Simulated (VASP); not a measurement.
Set up this calculation in VASP 6.6.1, as the native input.

```
Task                   : single point
Functional             : PBE
Potentials or basis    : VASP PAW PBE potentials, release 64 (In_d, P)
Cutoff                 : 520 eV
k mesh                 : 18 × 18 × 18
Occupations            : gaussian, width 0.15 eV
Spin                   : no spin polarisation
Dipole correction      : no
Further INCAR settings : ALGO = Normal; EDIFF = 1e-06; NBANDS = 16
```

The structure of InP lies in POSCAR:

```
InP
1.0
    0.0000000000      2.7701604146      2.8117128208
    2.7701604146      0.0000000000      2.8117128208
    2.7701604146      2.7701604146      0.0000000000
In P
1 1
Direct
    0.0000000000      0.0000000000      0.0000000000
    0.5000000000      0.5000000000      0.5000000000
```

This cell differs from its parent crystal: strain +0.000 along x and y, +0.015 along z.

One way to write it, as run:

INCAR

```
ALGO     = Normal         # electronic algorithm
EDIFF    = 1E-6           # SCF threshold, eV
ENCUT    = 520            # plane-wave cutoff, eV
GGA      = PE             # functional
ISIF     = 2              # what is computed and relaxed
ISMEAR   = 0              # smearing method
LASPH    = T              # aspherical terms in the spheres
LCHARG   = F              # write CHGCAR
LREAL    = F              # projectors in reciprocal space
LWAVE    = F              # write WAVECAR
NBANDS   = 16             # bands
NELM     = 100            # most SCF steps
PREC     = Accurate       # precision mode
SIGMA    = 0.15           # smearing width, eV
```

KPOINTS

```
k-points
0
Gamma
  18 18 18
```

Potentials or basis: VASP PAW PBE potentials, release 64 (In_d, P).

Run with:

```sh
$ cat potpaw_PBE.64/In_d/POTCAR potpaw_PBE.64/P/POTCAR > POTCAR
$ mpirun -np 1 vasp_std > vasp.out
```

Results of the run:

The pressure is -1.1 GPa and the band gap on the k mesh is zero (bands 9 and 10 overlap by 2.55 eV).

Caveat: the cell differs from its parent crystal (strain +0.000 along x and y, +0.015 along z); spin-orbit coupling is left out, which moves the levels of the heavy elements.

Wall time 4.9 min on 1 thread of Intel(R) Xeon(R) Platinum 8488C (Sapphire Rapids), with other jobs on the host, peak memory 0.43 GiB.
